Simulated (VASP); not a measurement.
# Ta (Immm) in VASP: a series of runs, part 2 of 2

VASP 6.6.1. Earlier steps stand in the parts before.

## Step 5: Single point, PBEsol (normal strain along x -0.0733, normal strain along z +0.0500)

File INCAR:

```
SYSTEM = Ta
PREC     = Accurate       ! precision mode
ENCUT    = 520            ! plane-wave cutoff, eV
EDIFF    = 1E-6           ! SCF threshold, eV
ISMEAR   = 0              ! smearing method
SIGMA    = 0.15           ! smearing width, eV
LREAL    = .False.        ! projectors in reciprocal space
LASPH    = .True.         ! aspherical terms in the spheres
NELM     = 60             ! most SCF steps
ALGO     = Fast           ! electronic algorithm
ISIF     = 2              ! what is computed and relaxed
LWAVE    = .False.        ! write WAVECAR
LCHARG   = .False.        ! write CHGCAR
GGA      = PS             ! functional
NBANDS   = 12             ! bands
```

File KPOINTS:

```
Automatic mesh
0
Gamma
  20 20 20
  0 0 0
```

File POSCAR:

```
Ta
1.0
   -1.5199998761      1.6402286350      1.7222400668
    1.5199998761     -1.6402286350      1.7222400668
    1.5199998761      1.6402286350     -1.7222400668
Ta
1
Direct
    0.0000000000      0.0000000000      0.0000000000
```

Potentials or basis: VASP PAW PBE potentials, release 64 (Ta_pv).

Run with:

```
cat potpaw_PBE.64/Ta_pv/POTCAR > POTCAR
mpirun -np 1 vasp_std > vasp.out
```

OUTCAR:

```text
SYSTEM = Ta
   PREC = Accurate
   ENCUT = 520
   EDIFF = 1E-6
   ISMEAR = 0
   LREAL = .False.
   LASPH = .True.
   NELM = 60
   ISIF = 2
   GGA = PS

 ion  position               nearest neighbor table
   1  0.000  0.000  0.000-

  LATTYP: Found a body centered orthorhombic cell.
 ALAT       =     3.0399997522
 B/A-ratio  =     1.0790978741
 C/A-ratio  =     1.1330527679

  Lattice vectors:

 A1 = (  -1.5199998761,   1.6402286350,   1.7222400668)
 A2 = (   1.5199998761,  -1.6402286350,   1.7222400668)
 A3 = (   1.5199998761,   1.6402286350,  -1.7222400668)

Analysis of symmetry for initial positions (statically):
=====================================================================
 Subroutine PRICEL returns:
 Original cell was already a primitive cell.

 Routine SETGRP: Setting up the symmetry group for a
 body centered orthorhombic supercell.

 Subroutine GETGRP returns: Found  8 space group operations
 (whereof  8 operations were pure point group operations)
 out of a pool of  8 trial point group operations.

The static configuration has the point symmetry D_2h.

Analysis of symmetry for dynamics (positions and initial velocities):
=====================================================================
 Subroutine PRICEL returns:
 Original cell was already a primitive cell.

 Routine SETGRP: Setting up the symmetry group for a
 body centered orthorhombic supercell.

 Subroutine GETGRP returns: Found  8 space group operations
 (whereof  8 operations were pure point group operations)
 out of a pool of  8 trial point group operations.

The dynamic configuration has the point symmetry D_2h.

 Subroutine INISYM returns: Found  8 space group operations
 (whereof  8 operations are pure point group operations),
 and found     1 'primitive' translations

----------------------------------------------------------------------------------------

                                     Primitive cell

  volume of cell :      17.1752
[... 110 lines left out ...]
  Thomas-Fermi vector in A             =   2.533027
   LORBIT       =      0    0 simple, 1 ext, 2 COOP (PROOUT), +10 PAW based schemes
   GGA     = PS    functional components
   LHFCALC =     F    Hartree Fock is set to
   AEXX    =    0.0000 exact exchange contribution
   IVDW    =     0    specifies the selected vdW correction
   LEPSILON=     F    determine dielectric tensor
   LRPA    =     F    only Hartree local field effects (RPA)
 non-spin polarized calculation
 RMM-DIIS sequential band-by-band and
 Gauss-broadening in eV      SIGMA  =   0.15
  energy-cutoff  :      520.00
  volume of cell :       17.18
 maximum number of plane-waves:       477
 NGX is ok and might be reduce to    24
   NGX = 11   NGY = 11   NGZ = 11

 number of electron      10.9999999 magnetization

 Free energy of the ion-electron system (eV)
  ---------------------------------------------------
  ext. energy  EPLUGINS =         0.00000000
  ---------------------------------------------------
  free energy    TOTEN  =       -12.50011910 eV

  energy without entropy =      -12.48519610  energy(sigma->0) =      -12.49265760

 E-fermi :   5.7570     XC(G=0): -12.9707

 val. band max:        5.7560696213   @ k =   0.4000   0.3000   0.1000
 cond. band min:       5.7602016211   @ k =   0.2000   0.3500   0.0000
 fundamental gap:      0.0041319998
 Fermi energy:         5.7569744894

 k-point     1 :       0.0000    0.0000    0.0000
  band No.  band energies     occupation
      1     -27.1222      2.00000
      2     -27.1203      2.00000
      3     -27.0941      2.00000
      4      -2.3977      2.00000
      5       5.6219      1.79732
      6       6.7461      0.00000
      7       7.3115      0.00000
      8       8.7207      0.00000
      9      10.7735      0.00000
     10      20.0591      0.00000
     11      20.8769      0.00000
     12      22.4379      0.00000
[... 331 lines left out ...]
 k-point    24 :      -0.4000    0.0500    0.0000
  band No.  band energies     occupation
      1     -28.3114      2.00000
      2     -27.4145      2.00000
      3     -27.1014      2.00000
      4       1.0255      2.00000
      5       5.2644      2.00000
      6       5.8201      0.55143
      7       8.5198      0.00000
      8      10.4346      0.00000
      9      12.2706      0.00000
     10      18.9206      0.00000
     11      19.3344      0.00000
     12      20.5737      0.00000

 [... further k-points ...]
[... 5 lines left out ...]
  --------------------------------------------------------------------------------------
  -------------------------------------------------------------------------------------
  Total        1.4548701      0.7816403      0.1576368      0.0000000      0.0000000      0.0000000
  in kB      135.7166652     72.9148362     14.7050507      0.0000000      0.0000000      0.0000000
  external PRESSURE =      74.4455174 kB  Pullay stress =       0.0000000 kB

 VOLUME and BASIS-vectors are now :
 -----------------------------------------------------------------------------
  energy-cutoff  :      520.00
  volume of cell :       17.18
      direct lattice vectors                 reciprocal lattice vectors
    -1.519999876  1.640228635  1.722240067     0.000000000  0.304835551  0.290319573
     1.519999876 -1.640228635  1.722240067     0.328947395  0.000000000  0.290319573
     1.519999876  1.640228635 -1.722240067     0.328947395  0.304835551  0.000000000

 POSITION                                       TOTAL-FORCE (eV/Angst)
 -----------------------------------------------------------------------------------
      0.00000      0.00000      0.00000        -0.000000      0.000000      0.000000
 -----------------------------------------------------------------------------------
    total drift:                               -0.000000      0.000000      0.000000

  FREE ENERGIE OF THE ION-ELECTRON SYSTEM (eV)
  ---------------------------------------------------
  free  energy   TOTEN  =       -12.5001190960 eV

  energy  without entropy=      -12.4851960959  energy(sigma->0) =      -12.49265760
```

OSZICAR:

```text
N       E                     dE             d eps       ncg     rms          rms(c)
DAV:   1     0.607412037963E+02    0.60741E+02   -0.61255E+03 28024   0.883E+02
DAV:   2    -0.119677249019E+02   -0.72709E+02   -0.70850E+02 31208   0.248E+02
DAV:   3    -0.129673381556E+02   -0.99961E+00   -0.98912E+00 33372   0.274E+01
DAV:   4    -0.129697243912E+02   -0.23862E-02   -0.23860E-02 30828   0.150E+00
DAV:   5    -0.129697313487E+02   -0.69574E-05   -0.69579E-05 33328   0.770E-02    0.150E+01
RMM:   6    -0.126126129129E+02    0.35712E+00   -0.23720E-01 30091   0.400E+00    0.743E+00
RMM:   7    -0.125010566403E+02    0.11156E+00   -0.25048E-01 31816   0.400E+00    0.339E-01
RMM:   8    -0.125000719666E+02    0.98467E-03   -0.98238E-03 34303   0.958E-01    0.289E-01
RMM:   9    -0.125001424083E+02   -0.70442E-04   -0.11061E-03 35305   0.322E-01    0.533E-02
RMM:  10    -0.125001197335E+02    0.22675E-04   -0.14341E-04 35600   0.120E-01    0.848E-03
RMM:  11    -0.125001187896E+02    0.94389E-06   -0.24406E-05 35660   0.462E-02    0.408E-03
RMM:  12    -0.125001190960E+02   -0.30646E-06   -0.31602E-06 30168   0.144E-02
   1 F= -.12500119E+02 E0= -.12492658E+02  d E =-.149230E-01
```

It took 2.4 min on 1 thread of AMD EPYC 9R45 (Zen 5), shared host; peak memory 0.31 GiB.

Results:

```yaml
Free_energy: -12.5001 eV
Pressure: 7.4 GPa
```

Stress tensor (GPa, compression positive):
```
13.57  0.00  0.00
 0.00  7.29  0.00
 0.00  0.00  1.47
```

Levels at points of the mesh, in eV from the Fermi level:
```
           k point  band 2  band 3  band 4  band 5  band 6  band 7  band 8  band 9
(0.00, 0.00, 0.00)  -32.88  -32.85   -8.15   -0.14    0.99    1.55    2.96    5.02
(0.50, 0.00, 0.00)  -33.21  -32.84   -4.68   -0.70    1.31    2.68    4.65    8.00
(0.00, 0.50, 0.00)  -33.31  -32.93   -4.63   -1.83    1.94    3.46    6.08    8.05
(0.50, 0.50, 0.00)  -33.36  -32.97   -4.63   -2.43    2.29    4.59    6.19    8.30
(0.50, 0.50, 0.50)  -33.83  -33.61   -4.31   -3.98    6.99    7.20    7.54    7.61
```

Caveat: the cell differs from its parent crystal (normal strain along x -0.0733, normal strain along z +0.0500); the PAW data sets were made with another functional, which shifts forces and pressure a little; spin-orbit coupling is left out, which moves the levels of the heavy elements.

## Step 6: Single point, PBEsol (normal strain along x +0.0367, normal strain along z -0.0500)

File INCAR:

```
ALGO = Fast
EDIFF = 1E-7
ENCUT = 520
GGA = PS
ISIF = 2
ISMEAR = 0
LASPH = True
LCHARG = False
LREAL = False
LWAVE = False
NBANDS = 12
NELM = 80
PREC = Accurate
SIGMA = 0.15
```

File KPOINTS:

```
k-points
0
Gamma
  20 20 20
```

File POSCAR:

```
Ta
1.0
   -1.7004250259      1.6402286350      1.5582172032
    1.7004250259     -1.6402286350      1.5582172032
    1.7004250259      1.6402286350     -1.5582172032
Ta
1
Direct
    0.0000000000      0.0000000000      0.0000000000
```

Potentials or basis: VASP PAW PBE potentials, release 64 (Ta_pv).

Run with:

```
cat potpaw_PBE.64/Ta_pv/POTCAR > POTCAR
mpirun -np 1 vasp_std > vasp.out
```

Run time: 2.9 min. Hardware: 1 thread of AMD EPYC 9R45 (Zen 5), shared host; peak memory 0.31 GiB.

Results (log left out):

```yaml
Free_energy: -12.5297 eV
Pressure: 4.3 GPa
```

Stress tensor (GPa, compression positive):
```
-0.24  0.00  0.00
 0.00  3.90  0.00
 0.00  0.00  9.23
```

Levels at points of the mesh, in eV from the Fermi level:
```tsv
k point	band 3	band 4	band 5	band 6	band 7	band 8
(0.00, 0.00, 0.00)	-32.89	-8.08	0.13	0.86	1.29	3.34
(0.50, 0.00, 0.00)	-32.96	-4.55	-2.18	2.10	4.49	5.72
(0.00, 0.50, 0.00)	-32.93	-4.56	-1.73	1.84	3.66	5.63
(0.50, 0.50, 0.00)	-32.87	-4.59	-0.99	1.43	3.10	4.74
(0.50, 0.50, 0.50)	-33.68	-4.16	-3.93	6.96	7.12	7.34
```

Caveat: the cell differs from its parent crystal (normal strain along x +0.0367, normal strain along z -0.0500); the PAW data sets were made with another functional, which shifts forces and pressure a little; spin-orbit coupling is left out, which moves the levels of the heavy elements.

## Step 7: Overview

```tsv
cell	further INCAR settings	gap on the mesh (eV)	pressure (GPa)
a = 2.957 Å, angles 115.4, 112.6, 100.7°, 1 atom	ALGO = Fast; EDIFF = 1e-07; NBANDS = 12	none	-15.6
a = 2.959 Å, angles 107.0, 112.7, 108.8°, 1 atom	ALGO = Fast; EDIFF = 1e-07; NBANDS = 12	none	-19.3
a = 2.973 Å, angles 110.2, 113.0, 105.3°, 1 atom	ALGO = Fast; EDIFF = 1e-07; NBANDS = 12	none	-20.6
a = 2.823 Å, angles 114.8, 108.9, 104.8°, 1 atom	ALGO = Fast; EDIFF = 1e-06; NBANDS = 12	none	7.4
a = 2.830 Å, angles 106.1, 109.2, 113.2°, 1 atom	ALGO = Fast; EDIFF = 1e-07; NBANDS = 12	none	4.3
```

Alike in all rows: task single point; level PBEsol; potentials or basis VASP PAW PBE potentials, release 64 (Ta_pv); no spin polarisation; k mesh 20 × 20 × 20; cutoff (eV) 520; smearing gaussian 0.15 eV.

Caveats: the PAW data sets were made with another functional, which shifts forces and pressure a little; spin-orbit coupling is left out, which moves the levels of the heavy elements.

Absolute energies hang on the potentials; compare differences alone.
